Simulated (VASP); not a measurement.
# MgBe2Te3 (Cm) in VASP: single point with PBE

Aim: the single point of MgBe2Te3 with PBE.

Program: VASP 6.6.1. These are calculated values, not measurements. Logs are shortened: lines on timing, memory, paths and dates and some standing lists are left out, and cuts for length are marked.

## Step 1: The cell of the first run

The structure is monoclinic, space group Cm (No. 8). The conventional cell has a = 19.487 Å, b = 4.107 Å, c = 8.033 Å, α = 90.00°, β = 101.87°, γ = 90.00°. Mg (site symmetry m) has 5 Te at 2.84 to 3.01 Å and 1 Mg at 3.67 Å within 3.7 Å. Within 3.7 Å of Mg (site symmetry m) lie 5 Te at 2.84 to 3.02 Å and 1 Mg at 3.67 Å. Be (site symmetry m) has 4 Te at 2.42 to 2.50 Å within 3.2 Å. Be (site symmetry m) has 4 Te at 2.44 to 2.52 Å within 3.2 Å. Be (site symmetry m) has 3 Te at 2.33 to 2.38 Å within 3.1 Å. Within 3.3 Å of Be (site symmetry m) lie 4 Te at 2.48 to 2.49 Å. Within 3.2 Å of Te (site symmetry m) lie 2 Be at 2.42 to 2.44 Å and 2 Mg at 2.87 Å. Te (site symmetry m) has 2 Be at 2.42 to 2.44 Å and 2 Mg at 2.86 Å within 3.2 Å.

## Step 2: Single point, PBE

The input, INCAR:

```
SYSTEM = MgBe2Te3
PREC = Accurate
ENCUT = 520
EDIFF = 1E-6
ISMEAR = 0
SIGMA = 0.02
LREAL = .FALSE.
LASPH = .TRUE.
NELM = 100
ALGO = Normal
ISIF = 2
LWAVE = .FALSE.
LCHARG = .TRUE.
GGA = PE
LELF = .TRUE.
LVHAR = .TRUE.
NBANDS = 36
```

The input, KPOINTS:

```
Automatic mesh
0
G
  8 8 4
  0 0 0
```

The input, POSCAR:

```
MgBe2Te3
1.0
    9.7434200000     -2.0533414000      0.0000000000
    9.7434200000      2.0533414000      0.0000000000
   -1.6526169000      0.0000000000      7.8611957000
Mg Be Te
2 4 6
Direct
    0.9203990000      0.9203990000      0.8789230000
    0.9199345000      0.9199345000      0.3349820000
    0.2423540000      0.2423540000      0.5178330000
    0.2461630000      0.2461630000      0.0178470000
    0.6067580000      0.6067580000      0.1981210000
    0.5883050000      0.5883050000      0.6912320000
    0.3154595000      0.3154595000      0.3080180000
    0.3165320000      0.3165320000      0.7992550000
    0.4843550000      0.4843550000      0.1386290000
    0.0153720000      0.0153720000      0.6546620000
    0.6678090000      0.6678090000      0.4858390000
    0.6699030000      0.6699030000      0.9746600000
```

Potentials or basis: VASP PAW PBE potentials, release 64 (Mg, Be, Te).

Launch:

```console
$ cat potpaw_PBE.64/Mg/POTCAR potpaw_PBE.64/Be/POTCAR potpaw_PBE.64/Te/POTCAR > POTCAR
$ mpirun -np 1 vasp_std > vasp.out
```

OUTCAR:

```text
SYSTEM = MgBe2Te3
   PREC = Accurate
   ENCUT = 520
   EDIFF = 1E-6
   ISMEAR = 0
   LREAL = .FALSE.
   LASPH = .TRUE.
   NELM = 100
   ISIF = 2
   GGA = PE

 ion  position               nearest neighbor table
   1  0.920  0.920  0.879-  10 2.84   8 2.86   8 2.86   9 3.01   9 3.01
   2  0.920  0.920  0.335-  10 2.84   7 2.87   7 2.87   9 3.02   9 3.02
   3  0.242  0.242  0.518-   8 2.42   7 2.42  11 2.50  11 2.50
   4  0.246  0.246  0.018-   8 2.44   7 2.44  12 2.52  12 2.52
   5  0.607  0.607  0.198-   9 2.33  11 2.37  12 2.38
   6  0.588  0.588  0.691-  10 2.48  10 2.48  11 2.48  12 2.49
   7  0.315  0.315  0.308-   3 2.42   4 2.44   2 2.87   2 2.87
   8  0.317  0.317  0.799-   3 2.42   4 2.44   1 2.86   1 2.86
   9  0.484  0.484  0.139-   5 2.33   1 3.01   1 3.01   2 3.02   2 3.02
  10  0.015  0.015  0.655-   6 2.48   6 2.48   1 2.84   2 2.84
  11  0.668  0.668  0.486-   5 2.37   6 2.48   3 2.50   3 2.50
  12  0.670  0.670  0.975-   5 2.38   6 2.49   4 2.52   4 2.52

  LATTYP: Found a base centered monoclinic cell.
 ALAT       =    19.4868400000
 B/A-ratio  =     0.2107413413
 C/A-ratio  =     0.4122283603
 COS(beta)  =    -0.2057277629

  Lattice vectors:

 A1 = (   9.7434200000,  -2.0533414000,   0.0000000000)
 A2 = (   9.7434200000,   2.0533414000,   0.0000000000)
 A3 = (  -1.6526169000,   0.0000000000,   7.8611957000)

Analysis of symmetry for initial positions (statically):
=====================================================================
 Subroutine PRICEL returns:
 Original cell was already a primitive cell.

 Routine SETGRP: Setting up the symmetry group for a
 base centered monoclinic supercell.

 Subroutine GETGRP returns: Found  2 space group operations
 (whereof  2 operations were pure point group operations)
 out of a pool of  4 trial point group operations.

The static configuration has the point symmetry C_1h.

Analysis of symmetry for dynamics (positions and initial velocities):
=====================================================================
 Subroutine PRICEL returns:
 Original cell was already a primitive cell.

 Routine SETGRP: Setting up the symmetry group for a
 base centered monoclinic supercell.

 Subroutine GETGRP returns: Found  2 space group operations
 (whereof  2 operations were pure point group operations)
 out of a pool of  4 trial point group operations.

The dynamic configuration has the point symmetry C_1h.

 Subroutine INISYM returns: Found  2 space group operations
 (whereof  2 operations are pure point group operations),
 and found     1 'primitive' translations

----------------------------------------------------------------------------------------

                                     Primitive cell

  volume of cell :     314.5511

  direct lattice vectors                    reciprocal lattice vectors
     9.743420000 -2.053341400  0.000000000     0.051316683 -0.243505537  0.010788030
     9.743420000  2.053341400  0.000000000     0.051316683  0.243505537  0.010788030
    -1.652616900  0.000000000  7.861195700     0.000000000  0.000000000  0.127207112

  length of vectors
     9.957431607  9.957431607  8.033028100     0.249087796  0.249087796  0.127207112

  position of ions in fractional coordinates (direct lattice)
     0.920399000  0.920399000  0.878923000
     0.919934500  0.919934500  0.334982000
     0.242354000  0.242354000  0.517833000
     0.246163000  0.246163000  0.017847000
     0.606758000  0.606758000  0.198121000
     0.588305000  0.588305000  0.691232000
     0.315459500  0.315459500  0.308018000
     0.316532000  0.316532000  0.799255000
     0.484355000  0.484355000  0.138629000
     0.015372000  0.015372000  0.654662000
     0.667809000  0.667809000  0.485839000
     0.669903000  0.669903000  0.974660000

  ion indices of the primitive-cell ions
   primitive index   ion index
                 1           1
                 2           2
                 3           3
                 4           4
                 5           5
                 6           6
                 7           7
                 8           8
                 9           9
                10          10
                11          11
                12          12

----------------------------------------------------------------------------------------

 KPOINTS: Automatic mesh

Automatic generation of k-mesh.
 Grid dimensions read from file:
 generate k-points for:    8    8    4

 Generating k-lattice:

  Cartesian coordinates                     Fractional coordinates (reciprocal lattice)
     0.006414585 -0.030438192  0.001348504     0.125000000  0.000000000  0.000000000
     0.006414585  0.030438192  0.001348504     0.000000000  0.125000000  0.000000000
     0.000000000  0.000000000  0.031801778     0.000000000  0.000000000  0.250000000

  Length of vectors
     0.031135974  0.031135974  0.031801778

  Shift w.r.t. Gamma in fractional coordinates (k-lattice)
     0.000000000  0.000000000  0.000000000

 Subroutine IBZKPT returns following result:
 ===========================================

 Found     78 irreducible k-points:

 Following reciprocal coordinates:
            Coordinates               Weight
  0.000000  0.000000  0.000000      1.000000
  0.125000  0.000000  0.000000      4.000000
  0.250000  0.000000  0.000000      4.000000
  0.375000  0.000000 -0.000000      4.000000
  0.500000  0.000000  0.000000      2.000000
  0.125000  0.125000 -0.000000      2.000000
[... 16 lines left out ...]
  0.125000  0.000000  0.250000      4.000000
  0.250000  0.000000  0.250000      4.000000
 [... further k-points ...]
   k-points           NKPTS =     78   k-points in BZ     NKDIM =     78   number of bands    NBANDS=     36
   number of dos      NEDOS =    301   number of ions     NIONS =     12
   total plane-waves  NPLWV = 384000
   dimension x,y,z NGX =    80 NGY =   80 NGZ =   60
   dimension x,y,z NGXF=   160 NGYF=  160 NGZF=  120
   ions per type =               2   4   6
   NGX,Y,Z   is equivalent  to a cutoff of  13.36, 13.36, 12.42 a.u.
   NGXF,Y,Z  is equivalent  to a cutoff of  26.71, 26.71, 24.83 a.u.
 SYSTEM =  MgBe2Te3
   PREC   = accura    normal or accurate (medium, high low for compatibility)
   ISTART =      0    job   : 0-new  1-cont  2-samecut
   ICHARG =      2    charge: 1-file 2-atom 10-const
   ISPIN  =      1    spin polarized calculation?
   LNONCOLLINEAR =      F non collinear calculations
   LSORBIT =      F    spin-orbit coupling
   LASPH  =      T    aspherical Exc in radial PAW
   ENCUT  =  520.0 eV  38.22 Ry    6.18 a.u.  18.51 18.51 14.94*2*pi/ulx,y,z
   NELM   =    100;   NELMIN=  2; NELMDL= -5     # of ELM steps
   EDIFF  = 0.1E-05   stopping-criterion for ELM
   LREAL  =      F    real-space projection
   EDIFFG = 0.1E-04   stopping-criterion for IOM
   NSW    =      0    number of steps for IOM
   IBRION =     -1    ionic relax: 0-MD 1-quasi-New 2-CG
   NFREE  =      0    steps in history (QN), initial steepest desc. (CG)
   ISIF   =      2    stress and relaxation
   ISYM   =      2    0-nonsym 1-usesym 2-fastsym
   POTIM  = 0.5000    time-step for ionic-motion
   TEBEG  =    0.0;   TEEND  =   0.0 temperature during run
   PSTRESS=    0.0 pullay stress
   NELECT =      48.0000    total number of electrons
   NUPDOWN=      -1.0000    fix difference up-down
   EMIN   =  10.00;   EMAX   =-10.00  energy-range for DOS
   EFERMI =   0.00;   METHOD = LEGACY
   ISMEAR =     0;   SIGMA  =   0.02  broadening in eV -4-tet -1-fermi 0-gaus
   EFERMI_NEDOS =   21; number of points for ismear=-14 and -15
   IALGO  =     38    algorithm
   IMIX   =      4    mixing-type and parameters
     AMIX     =   0.40;   BMIX     =  1.00
     AMIX_MAG =   1.60;   BMIX_MAG =  1.00
  volume/ion in A,a.u.               =      26.21       176.89
  Fermi-wavevector in a.u.,A,eV,Ry     =   0.874832  1.653193 10.412970  0.765332
  Thomas-Fermi vector in A             =   1.994419
   LORBIT       =      0    0 simple, 1 ext, 2 COOP (PROOUT), +10 PAW based schemes
   GGA     = PE    functional components
   LHFCALC =     F    Hartree Fock is set to
   AEXX    =    0.0000 exact exchange contribution
   IVDW    =     0    specifies the selected vdW correction
   LEPSILON=     F    determine dielectric tensor
   LRPA    =     F    only Hartree local field effects (RPA)
 non-spin polarized calculation
 Gauss-broadening in eV      SIGMA  =   0.02
  energy-cutoff  :      520.00
  volume of cell :      314.55
 maximum number of plane-waves:      8524
 NGX is ok and might be reduce to    80
   NGX = 37   NGY = 37   NGZ = 29

 number of electron      47.9999999 magnetization

 Free energy of the ion-electron system (eV)
  ---------------------------------------------------
  ext. energy  EPLUGINS =         0.00000000
  ---------------------------------------------------
  free energy    TOTEN  =       -42.17304957 eV

  energy without entropy =      -42.17304957  energy(sigma->0) =      -42.17304957

 E-fermi :   4.2737     XC(G=0):  -8.5709

 val. band max:        4.1605045141   @ k =   0.0000   0.0000   0.5000
 cond. band min:       5.1874667612   @ k =   0.5000   0.0000   0.0000
 fundamental gap:      1.0269622471
 Fermi energy:         4.2737157657

 k-point     1 :       0.0000    0.0000    0.0000
  band No.  band energies     occupation
      1      -7.7924      2.00000
      2      -6.9187      2.00000
      3      -6.8462      2.00000
      4      -6.7808      2.00000
      5      -6.4646      2.00000
      6      -6.3611      2.00000
[... 28 lines left out ...]
     35       8.3714      0.00000
     36       8.4778      0.00000
[... 866 lines left out ...]
      6      -6.1726      2.00000
[... 28 lines left out ...]
     35       9.0670      0.00000
     36       9.2756      0.00000

 [... further k-points ...]

------------------------ aborting loop because EDIFF is reached ----------------------------------------

  FORCE on cell =-STRESS in cart. coord.  units (eV):
  Direction    XX          YY          ZZ          XY          YZ          ZX
  --------------------------------------------------------------------------------------
  -------------------------------------------------------------------------------------
  Total        0.1596326      0.0648893      0.1489242      0.0000000      0.0000000      0.0012595
  in kB        0.8130943      0.3305162      0.7585507      0.0000000      0.0000000      0.0064154
  external PRESSURE =       0.6340537 kB  Pullay stress =       0.0000000 kB

 VOLUME and BASIS-vectors are now :
 -----------------------------------------------------------------------------
  energy-cutoff  :      520.00
  volume of cell :      314.55
      direct lattice vectors                 reciprocal lattice vectors
     9.743420000 -2.053341400  0.000000000     0.051316683 -0.243505537  0.010788030
     9.743420000  2.053341400  0.000000000     0.051316683  0.243505537  0.010788030
    -1.652616900  0.000000000  7.861195700     0.000000000  0.000000000  0.127207112

 POSITION                                       TOTAL-FORCE (eV/Angst)
 -----------------------------------------------------------------------------------
     16.48315      0.00000      6.90939         0.000872      0.000000      0.000935
     17.37302      0.00000      2.63336         0.001097      0.000000      0.000188
      3.86693      0.00000      4.07079        -0.005924      0.000000     -0.001561
      4.76744      0.00000      0.14030        -0.005251      0.000000      0.000102
     11.49638      0.00000      1.55747         0.005265      0.000000      0.000247
     10.32186      0.00000      5.43391        -0.001275      0.000000      0.000450
      5.63827      0.00000      2.42139         0.019108      0.000000      0.002944
      4.84735      0.00000      6.28310         0.018158      0.000000      0.004385
      9.20945      0.00000      1.08979        -0.026563      0.000000     -0.006479
     -0.78235      0.00000      5.14643        -0.015753      0.000000     -0.003186
     12.21058      0.00000      3.81928         0.003032      0.000000      0.009659
     11.44355      0.00000      7.66199         0.007234      0.000000     -0.007683
 -----------------------------------------------------------------------------------
    total drift:                                0.000678      0.000000     -0.000082

  FREE ENERGIE OF THE ION-ELECTRON SYSTEM (eV)
  ---------------------------------------------------
  free  energy   TOTEN  =       -42.1730495728 eV

  energy  without entropy=      -42.1730495728  energy(sigma->0) =      -42.17304957
```

It took 39 min on 1 thread of Oxide Virtual Turin-like, shared host; peak memory 1.2 GiB.

What came out:

| Property | Result |
| --- | --- |
| Free energy | -42.1730 eV |
| Pressure | 0.1 GPa |
| Largest force | 0.027 eV/Å |
| Band gap on the k mesh | 1.03 eV (least direct gap 2.01 eV) |

Forces on the atoms (eV/Å):
```
Mg   0.001  0.000  0.001
Mg   0.001  0.000  0.000
Be  -0.006  0.000 -0.002
Be  -0.005  0.000  0.000
Be   0.005  0.000  0.000
Be  -0.001  0.000  0.000
Te   0.019  0.000  0.003
Te   0.018  0.000  0.004
Te  -0.027  0.000 -0.006
Te  -0.016  0.000 -0.003
Te   0.003  0.000  0.010
Te   0.007  0.000 -0.008
```

Caveat: spin-orbit coupling is left out, which moves the levels of the heavy elements.
